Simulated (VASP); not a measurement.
Write the native input for VASP 6.6.1 that does the following.

```
Task                   : single point
Functional             : r2SCAN
Potentials or basis    : VASP PAW PBE potentials, release 64 (Pb_d, Se)
Cutoff                 : 520 eV
k mesh                 : 6 × 6 × 4
Occupations            : gaussian, width 0.01 eV
Spin                   : no spin polarisation
Dipole correction      : no
Further INCAR settings : ALGO = Normal; EDIFF = 1e-06; NBANDS = 28
```

The system is PbSe.

```
Pb Se
1.0
     5.17414    0.00000    0.00000
    -2.58707    4.48094    0.00000
     0.00000    0.00000    6.30800
Pb Se
2 2
Direct
  0.33333 0.66667 0.92405
  0.66667 0.33333 0.42405
  0.33333 0.66667 0.45095
  0.66667 0.33333 0.95095
```

This cell differs from its parent crystal: uniaxial z strain +1.5%.

The input as run:

POSCAR

```
PbSe
1.0
    5.1741443450      0.0000000000      0.0000000000
   -2.5870721725      4.4809404456      0.0000000000
    0.0000000000      0.0000000000      6.3079965879
Pb Se
2 2
Direct
    0.3333333333      0.6666666667     -0.0759508220
    0.6666666667      0.3333333333      0.4240491780
    0.3333333333      0.6666666667      0.4509508220
    0.6666666667      0.3333333333      0.9509508220
```

INCAR.step1

```
ALGO     = Normal         # electronic algorithm
EDIFF    = 1E-4           # SCF threshold, eV
ENCUT    = 520            # plane-wave cutoff, eV
GGA      = PE             # functional
ISMEAR   = 0              # smearing method
LASPH    = T              # aspherical terms in the spheres
LCHARG   = F              # write CHGCAR
LREAL    = F              # projectors in reciprocal space
LWAVE    = T              # write WAVECAR
NBANDS   = 28             # bands
NELM     = 100            # most SCF steps
PREC     = Accurate       # precision mode
SIGMA    = 0.01           # smearing width, eV
```

INCAR.step2

```
ALGO     = Normal         # electronic algorithm
EDIFF    = 1E-6           # SCF threshold, eV
ENCUT    = 520            # plane-wave cutoff, eV
ISIF     = 2              # what is computed and relaxed
ISMEAR   = 0              # smearing method
ISTART   = 1            
LASPH    = T              # aspherical terms in the spheres
LCHARG   = T              # write CHGCAR
LELF     = T              # ELF
LMIXTAU  = T            
LREAL    = F              # projectors in reciprocal space
LVHAR    = T            
LWAVE    = F              # write WAVECAR
METAGGA  = R2SCAN         # meta-GGA
NBANDS   = 28             # bands
NELM     = 100            # most SCF steps
PREC     = Accurate       # precision mode
SIGMA    = 0.01           # smearing width, eV
```

KPOINTS

```
k-points
0
Gamma
  6 6 4
```

Potentials or basis: VASP PAW PBE potentials, release 64 (Pb_d, Se).

Launch:

```bash
$ cat potpaw_PBE.64/Pb_d/POTCAR potpaw_PBE.64/Se/POTCAR > POTCAR
$ cp INCAR.step1 INCAR
$ mpirun -np 1 vasp_std > vasp.out
$ cp INCAR.step2 INCAR
$ mpirun -np 1 vasp_std > vasp.out
```

Results of the run:

```
Pressure               : -0.3 GPa
Band gap on the k mesh : 1.59 eV
```

Caveat: the cell differs from its parent crystal (uniaxial z strain +1.5%); the PAW data sets were made with another functional, which shifts forces and pressure a little; spin-orbit coupling is left out, which moves the levels of the heavy elements.

Run time: 10 min on 1 thread of Intel Xeon 8259CL (shared host), peak memory 0.33 GiB.
